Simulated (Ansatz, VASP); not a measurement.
# WC in VASP and in Ansatz

INCAR

```
SYSTEM = WC
PREC = Accurate ; ENCUT = 520
EDIFF = 1E-7 ; ISMEAR = 0
SIGMA = 0.15 ; LREAL = .False.
LASPH = .True. ; NELM = 60
ALGO = Normal ; ISIF = 2
LWAVE = .False. ; LCHARG = .False.
GGA = PE ; NBANDS = 16
```

File KPOINTS:

```
Automatic mesh
0
Gamma
  24 24 24
  0 0 0
```

File POSCAR:

```
WC
1.0
    2.8746380596      0.0000000000      0.0000000000
   -1.4373190298      2.4895095863      0.0000000000
    0.0000000000      0.0000000000      2.9412046364
W C
1 1
Direct
    0.0000000000      0.0000000000      0.0000000000
    0.6666666667      0.3333333333      0.5000000000
```

Input for Ansatz:

```yaml
crystal:
  lattice:
    - [2.8746380596, 0.0, 0.0]
    - [-1.4373190298, 2.4895095863, 0.0]
    - [0.0, 0.0, 2.9412046364]
  atoms:
    - { symbol: W, position: [0.0, 0.0, 0.0] }
    - { symbol: C, position: [0.6666666667, 0.3333333333, 0.5] }
basis:
  ecutwfc: 420
kpoints:
  mp_grid: { grid: [24, 24, 24] }
hamiltonian:
  xc: pbe
scf:
  occupations: { method: gaussian, width: 0.15 }
output:
  forces: true
  stress: true
  eigenvalues: true
```

Alike in both runs: task single point; functional PBE; k mesh 24 × 24 × 24; occupations gaussian, width 0.15 eV; no spin polarisation.

|  | VASP | Ansatz |
| --- | --- | --- |
| version | VASP 6.6.1 | Ansatz 0.2.0 |
| potentials or method | VASP PAW PBE potentials, release 64 (W_sv, C), cutoff 520 eV | scalar-relativistic, plane waves, PAW |
| valence electrons in the cell | 18 | 18 |

Ansatz gave:

| Property | Result |
| --- | --- |
| gap on the k mesh at the Fermi level (eV) | none |
| pressure (GPa) | -1.3 |
| traceless stress, the component that is largest in VASP (GPa) | -22.88 |

Q: Which values does VASP return?

A: gap on the k mesh at the Fermi level (eV): none; pressure (GPa): -0.2; traceless stress, the component that is largest in VASP (GPa): -22.75.

A gap of «none» marks a metal or a gap that the smearing closes.

Neither program's run includes spin-orbit coupling.
